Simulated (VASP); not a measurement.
# H4IN (P4/nmm) in VASP: single point with LDA

Aim: the single point of H4IN with LDA.

Program: VASP 6.6.1. These are calculated values, not measurements. Logs are shortened: lines on timing, memory, paths and dates and some standing lists are left out, and cuts for length are marked.

**1. The cell of the first run**

It takes space group P4/nmm (No. 129, tetragonal). The conventional cell has a = 6.149 Å, b = 6.149 Å, c = 4.414 Å, α = 90.00°, β = 90.00°, γ = 90.00°. H (site symmetry m) has 1 N at 1.03 Å within 1.4 Å. Within 3.5 Å of I (site symmetry 4mm) lie 4 H at 2.63 Å. Within 1.4 Å of N (site symmetry -4m2) lie 4 H at 1.03 Å.

**2. Single point, LDA**

Input file INCAR:

```
SYSTEM = H4IN
PREC = Accurate
ENCUT = 600
EDIFF = 1E-6
ISMEAR = 0
SIGMA = 0.01
LREAL = .FALSE.
LASPH = .TRUE.
NELM = 120
ALGO = Normal
ISIF = 2
LWAVE = .FALSE.
LCHARG = .TRUE.
LELF = .TRUE.
LVHAR = .TRUE.
NBANDS = 28
GGA_COMPAT = .FALSE.
```

Input file KPOINTS:

```
regular mesh
0
G
  3 3 4
  0 0 0
```

Input file POSCAR:

```
H4IN
1.0
    6.1494500000      0.0000000000      0.0000000000
    0.0000000000      6.1494500000      0.0000000000
    0.0000000000      0.0000000000      4.4136800000
H I N
8 2 2
Direct
    0.3624400000      0.5000000000      0.1346900000
    0.5000000000      0.3624400000      0.8653100000
    0.5000000000      0.6375600000      0.8653100000
    0.6375600000      0.5000000000      0.1346900000
    0.8624400000      0.0000000000      0.8653100000
    1.0000000000     -0.1375600000      0.1346900000
    1.0000000000      0.1375600000      0.1346900000
    1.1375600000      0.0000000000      0.8653100000
    1.0000000000      0.5000000000      0.4514700000
    0.5000000000      0.0000000000      0.5485300000
    0.5000000000      0.5000000000      0.0000000000
    1.0000000000      0.0000000000      0.0000000000
```

Potentials or basis: VASP PAW LDA potentials, release 64 (H, I, N).

Run with:

```console
$ cat potpaw_LDA.64/H/POTCAR potpaw_LDA.64/I/POTCAR potpaw_LDA.64/N/POTCAR > POTCAR
$ mpirun -np 1 vasp_std > vasp.out
```

OUTCAR:

```text
SYSTEM = H4IN
   PREC = Accurate
   ENCUT = 600
   EDIFF = 1E-6
   ISMEAR = 0
   LREAL = .FALSE.
   LASPH = .TRUE.
   NELM = 120
   ISIF = 2

 ion  position               nearest neighbor table
   1  0.362  0.500  0.135-  11 1.03
   2  0.500  0.362  0.865-  11 1.03
   3  0.500  0.638  0.865-  11 1.03
   4  0.638  0.500  0.135-  11 1.03
   5  0.862  0.000  0.865-  12 1.03
   6  0.000  0.862  0.135-  12 1.03
   7  0.000  0.138  0.135-  12 1.03
   8  0.138  0.000  0.865-  12 1.03
   9  0.000  0.500  0.451-
  10  0.500  0.000  0.549-
  11  0.500  0.500  0.000-   1 1.03   2 1.03   3 1.03   4 1.03
  12  0.000  0.000  0.000-   5 1.03   6 1.03   7 1.03   8 1.03

  LATTYP: Found a simple tetragonal cell.
 ALAT       =     6.1494500000
 C/A-ratio  =     0.7177357325

  Lattice vectors:

 A1 = (   6.1494500000,   0.0000000000,   0.0000000000)
 A2 = (   0.0000000000,   6.1494500000,   0.0000000000)
 A3 = (   0.0000000000,   0.0000000000,   4.4136800000)

Analysis of symmetry for initial positions (statically):
=====================================================================
 Subroutine PRICEL returns:
 Original cell was already a primitive cell.

 Routine SETGRP: Setting up the symmetry group for a
 simple tetragonal supercell.

 Subroutine GETGRP returns: Found 16 space group operations
 (whereof  8 operations were pure point group operations)
 out of a pool of 16 trial point group operations.

The static configuration has the point symmetry D_2d.
 The point group associated with its full space group is D_4h.

Analysis of symmetry for dynamics (positions and initial velocities):
=====================================================================
 Subroutine PRICEL returns:
 Original cell was already a primitive cell.

 Routine SETGRP: Setting up the symmetry group for a
 simple tetragonal supercell.

 Subroutine GETGRP returns: Found 16 space group operations
 (whereof  8 operations were pure point group operations)
 out of a pool of 16 trial point group operations.

The dynamic configuration has the point symmetry D_2d.
 The point group associated with its full space group is D_4h.

 Subroutine INISYM returns: Found 16 space group operations
 (whereof  8 operations are pure point group operations),
 and found     1 'primitive' translations

----------------------------------------------------------------------------------------

                                     Primitive cell

  volume of cell :     166.9066

  direct lattice vectors                    reciprocal lattice vectors
     6.149450000  0.000000000  0.000000000     0.162616169  0.000000000  0.000000000
     0.000000000  6.149450000  0.000000000     0.000000000  0.162616169  0.000000000
     0.000000000  0.000000000  4.413680000     0.000000000  0.000000000  0.226568306

  length of vectors
     6.149450000  6.149450000  4.413680000     0.162616169  0.162616169  0.226568306

  position of ions in fractional coordinates (direct lattice)
     0.362440000  0.500000000  0.134690000
     0.500000000  0.362440000  0.865310000
     0.500000000  0.637560000  0.865310000
     0.637560000  0.500000000  0.134690000
     0.862440000  0.000000000  0.865310000
     0.000000000  0.862440000  0.134690000
     0.000000000  0.137560000  0.134690000
     0.137560000  0.000000000  0.865310000
     0.000000000  0.500000000  0.451470000
     0.500000000  0.000000000  0.548530000
     0.500000000  0.500000000  0.000000000
     0.000000000  0.000000000  0.000000000

  ion indices of the primitive-cell ions
   primitive index   ion index
                 1           1
                 2           2
                 3           3
                 4           4
                 5           5
                 6           6
                 7           7
                 8           8
                 9           9
                10          10
                11          11
                12          12

----------------------------------------------------------------------------------------

 KPOINTS: regular mesh

Automatic generation of k-mesh.
 Grid dimensions read from file:
 generate k-points for:    3    3    4

 Generating k-lattice:

  Cartesian coordinates                     Fractional coordinates (reciprocal lattice)
     0.054205390  0.000000000  0.000000000     0.333333333  0.000000000  0.000000000
     0.000000000  0.054205390  0.000000000     0.000000000  0.333333333  0.000000000
     0.000000000  0.000000000  0.056642076     0.000000000  0.000000000  0.250000000

  Length of vectors
     0.054205390  0.054205390  0.056642076

  Shift w.r.t. Gamma in fractional coordinates (k-lattice)
     0.000000000  0.000000000  0.000000000

 Subroutine IBZKPT returns following result:
 ===========================================

 Found      9 irreducible k-points:

 Following reciprocal coordinates:
            Coordinates               Weight
  0.000000  0.000000  0.000000      1.000000
  0.333333  0.000000  0.000000      4.000000
  0.333333  0.333333  0.000000      4.000000
  0.000000  0.000000  0.250000      2.000000
  0.333333  0.000000  0.250000      8.000000
  0.333333  0.333333  0.250000      8.000000
  0.000000  0.000000  0.500000      1.000000
  0.333333  0.000000  0.500000      4.000000
  0.333333  0.333333  0.500000      4.000000
   k-points           NKPTS =      9   k-points in BZ     NKDIM =      9   number of bands    NBANDS=     28
   number of dos      NEDOS =    301   number of ions     NIONS =     12
   total plane-waves  NPLWV =  90000
   dimension x,y,z NGX =    50 NGY =   50 NGZ =   36
   dimension x,y,z NGXF=   100 NGYF=  100 NGZF=   72
   ions per type =               8   2   2
   NGX,Y,Z   is equivalent  to a cutoff of  13.52, 13.52, 13.56 a.u.
   NGXF,Y,Z  is equivalent  to a cutoff of  27.03, 27.03, 27.12 a.u.
 SYSTEM =  H4IN
   PREC   = accura    normal or accurate (medium, high low for compatibility)
   ISTART =      0    job   : 0-new  1-cont  2-samecut
   ICHARG =      2    charge: 1-file 2-atom 10-const
   ISPIN  =      1    spin polarized calculation?
   LNONCOLLINEAR =      F non collinear calculations
   LSORBIT =      F    spin-orbit coupling
   LASPH  =      T    aspherical Exc in radial PAW
   ENCUT  =  600.0 eV  44.10 Ry    6.64 a.u.  12.28 12.28  8.82*2*pi/ulx,y,z
   NELM   =    120;   NELMIN=  2; NELMDL= -5     # of ELM steps
   EDIFF  = 0.1E-05   stopping-criterion for ELM
   LREAL  =      F    real-space projection
   EDIFFG = 0.1E-04   stopping-criterion for IOM
   NSW    =      0    number of steps for IOM
   IBRION =     -1    ionic relax: 0-MD 1-quasi-New 2-CG
   NFREE  =      0    steps in history (QN), initial steepest desc. (CG)
   ISIF   =      2    stress and relaxation
   ISYM   =      2    0-nonsym 1-usesym 2-fastsym
   POTIM  = 0.5000    time-step for ionic-motion
   TEBEG  =    0.0;   TEEND  =   0.0 temperature during run
   PSTRESS=    0.0 pullay stress
   NELECT =      32.0000    total number of electrons
   NUPDOWN=      -1.0000    fix difference up-down
   EMIN   =  10.00;   EMAX   =-10.00  energy-range for DOS
   EFERMI =   0.00;   METHOD = LEGACY
   ISMEAR =     0;   SIGMA  =   0.01  broadening in eV -4-tet -1-fermi 0-gaus
   EFERMI_NEDOS =   21; number of points for ismear=-14 and -15
   IALGO  =     38    algorithm
   IMIX   =      4    mixing-type and parameters
     AMIX     =   0.40;   BMIX     =  1.00
     AMIX_MAG =   1.60;   BMIX_MAG =  1.00
  volume/ion in A,a.u.               =      13.91        93.86
  Fermi-wavevector in a.u.,A,eV,Ry     =   0.943989  1.783881 12.124364  0.891116
  Thomas-Fermi vector in A             =   2.071750
   LORBIT       =      0    0 simple, 1 ext, 2 COOP (PROOUT), +10 PAW based schemes
   GGA     = CA    functional components
   LHFCALC =     F    Hartree Fock is set to
   AEXX    =    0.0000 exact exchange contribution
   IVDW    =     0    specifies the selected vdW correction
   LEPSILON=     F    determine dielectric tensor
   LRPA    =     F    only Hartree local field effects (RPA)
 non-spin polarized calculation
 Gauss-broadening in eV      SIGMA  =   0.01
  energy-cutoff  :      600.00
  volume of cell :      166.91
 maximum number of plane-waves:      5642
 NGX is ok and might be reduce to    50
   NGX = 25   NGY = 25   NGZ = 17

 number of electron      32.0000007 magnetization

 Free energy of the ion-electron system (eV)
  ---------------------------------------------------
  ext. energy  EPLUGINS =         0.00000000
  ---------------------------------------------------
  free energy    TOTEN  =       -55.79606655 eV

  energy without entropy =      -55.79606655  energy(sigma->0) =      -55.79606655

 E-fermi :   0.4331     XC(G=0):  -8.1100

 val. band max:        0.3859614364   @ k =   0.0000   0.0000   0.0000
 cond. band min:       3.7821076367   @ k =   0.0000   0.0000   0.0000
 fundamental gap:      3.3961462003
 Fermi energy:         0.4331240773

 k-point     1 :       0.0000    0.0000    0.0000
  band No.  band energies     occupation
      1     -18.1779      2.00000
      2     -18.1175      2.00000
      3     -10.5107      2.00000
      4     -10.3143      2.00000
      5      -7.9268      2.00000
      6      -7.9268      2.00000
[... 20 lines left out ...]
     27       9.4350      0.00000
     28       9.4350      0.00000

 k-point     2 :       0.3333    0.0000    0.0000
  band No.  band energies     occupation
      1     -18.1613      2.00000
      2     -18.1311      2.00000
      3     -10.5177      2.00000
      4     -10.4263      2.00000
      5      -7.8756      2.00000
      6      -7.7727      2.00000
[... 20 lines left out ...]
     27       8.7844      0.00000
     28       8.9489      0.00000

 k-point     3 :       0.3333    0.3333    0.0000
  band No.  band energies     occupation
      1     -18.1522      2.00000
      2     -18.1371      2.00000
      3     -10.5506      2.00000
      4     -10.5081      2.00000
      5      -7.7249      2.00000
      6      -7.7233      2.00000
[... 20 lines left out ...]
     27       8.4956      0.00000
     28       9.0486      0.00000

 k-point     4 :       0.0000    0.0000    0.2500
  band No.  band energies     occupation
      1     -18.1641      2.00000
      2     -18.1081      2.00000
      3     -10.5490      2.00000
      4     -10.2157      2.00000
      5      -7.8899      2.00000
      6      -7.8899      2.00000
[... 20 lines left out ...]
     27       9.5790      0.00000
     28       9.5790      0.00000

 k-point     5 :       0.3333    0.0000    0.2500
  band No.  band energies     occupation
      1     -18.1490      2.00000
      2     -18.1210      2.00000
      3     -10.4960      2.00000
      4     -10.3345      2.00000
      5      -7.8440      2.00000
      6      -7.7896      2.00000
[... 20 lines left out ...]
     27       8.8140      0.00000
     28       9.0757      0.00000

 k-point     6 :       0.3333    0.3333    0.2500
  band No.  band energies     occupation
      1     -18.1408      2.00000
      2     -18.1268      2.00000
      3     -10.4827      2.00000
      4     -10.4042      2.00000
      5      -7.8204      2.00000
      6      -7.7528      2.00000
[... 20 lines left out ...]
     27       8.7519      0.00000
     28       8.9310      0.00000

 k-point     7 :       0.0000    0.0000    0.5000
  band No.  band energies     occupation
      1     -18.1502      2.00000
      2     -18.0988      2.00000
      3     -10.5763      2.00000
      4     -10.1275      2.00000
      5      -7.8516      2.00000
      6      -7.8516      2.00000
[... 20 lines left out ...]
     27       9.3836      0.00000
     28       9.3838      0.00000

 k-point     8 :       0.3333    0.0000    0.5000
  band No.  band energies     occupation
      1     -18.1366      2.00000
      2     -18.1108      2.00000
      3     -10.4696      2.00000
      4     -10.2441      2.00000
      5      -7.8158      2.00000
      6      -7.8115      2.00000
[... 20 lines left out ...]
     27       9.1220      0.00000
     28       9.2290      0.00000

 k-point     9 :       0.3333    0.3333    0.5000
  band No.  band energies     occupation
      1     -18.1293      2.00000
      2     -18.1164      2.00000
      3     -10.4083      2.00000
      4     -10.2942      2.00000
      5      -7.8892      2.00000
      6      -7.8529      2.00000
[... 20 lines left out ...]
     27       9.4827      0.00000
     28       9.5319      0.00000

------------------------ aborting loop because EDIFF is reached ----------------------------------------

  FORCE on cell =-STRESS in cart. coord.  units (eV):
  Direction    XX          YY          ZZ          XY          YZ          ZX
  --------------------------------------------------------------------------------------
  -------------------------------------------------------------------------------------
  Total       -0.2574526     -0.2574526     -0.0144007      0.0000000      0.0000000      0.0000000
  in kB       -2.4713516     -2.4713516     -0.1382357      0.0000000      0.0000000      0.0000000
  external PRESSURE =      -1.6936463 kB  Pullay stress =       0.0000000 kB

 VOLUME and BASIS-vectors are now :
 -----------------------------------------------------------------------------
  energy-cutoff  :      600.00
  volume of cell :      166.91
      direct lattice vectors                 reciprocal lattice vectors
     6.149450000  0.000000000  0.000000000     0.162616169  0.000000000  0.000000000
     0.000000000  6.149450000  0.000000000     0.000000000  0.162616169  0.000000000
     0.000000000  0.000000000  4.413680000     0.000000000  0.000000000  0.226568306

 POSITION                                       TOTAL-FORCE (eV/Angst)
 -----------------------------------------------------------------------------------
      2.22881      3.07472      0.59448        -0.521251     -0.000000      0.364001
      3.07472      2.22881      3.81920         0.000000     -0.521251     -0.364001
      3.07472      3.92064      3.81920         0.000000      0.521251     -0.364001
      3.92064      3.07472      0.59448         0.521251     -0.000000      0.364001
      5.30353      0.00000      3.81920        -0.521251      0.000000     -0.364001
      0.00000      5.30353      0.59448         0.000000     -0.521251      0.364001
      0.00000      0.84592      0.59448         0.000000      0.521251      0.364001
      0.84592      0.00000      3.81920         0.521251      0.000000     -0.364001
      0.00000      3.07472      1.99264        -0.000000      0.000000     -0.153617
      3.07472      0.00000      2.42104         0.000000      0.000000      0.153617
      3.07472      3.07472      0.00000         0.000000     -0.000000     -0.000000
      0.00000      0.00000      0.00000         0.000000      0.000000     -0.000000
 -----------------------------------------------------------------------------------
    total drift:                               -0.000000     -0.000000     -0.000000

  FREE ENERGIE OF THE ION-ELECTRON SYSTEM (eV)
  ---------------------------------------------------
  free  energy   TOTEN  =       -55.7960665543 eV

  energy  without entropy=      -55.7960665543  energy(sigma->0) =      -55.79606655
```

Wall time 29 s (1 thread of Intel Xeon 6975P-C (Granite Rapids), shared host); peak memory 0.25 GiB.

Results:

```
Free energy            : -55.7961 eV
Pressure               : -0.2 GPa
Largest force          : 0.636 eV/Å
Band gap on the k mesh : 3.40 eV
```

Forces in eV/Å, atoms in the order of the input:
```
H   -0.521  0.000  0.364
H    0.000 -0.521 -0.364
H    0.000  0.521 -0.364
H    0.521  0.000  0.364
H   -0.521  0.000 -0.364
H    0.000 -0.521  0.364
H    0.000  0.521  0.364
H    0.521  0.000 -0.364
I    0.000  0.000 -0.154
I    0.000  0.000  0.154
N    0.000  0.000  0.000
N    0.000  0.000  0.000
```

Caveat: spin-orbit coupling is left out, which moves the levels of the heavy elements.
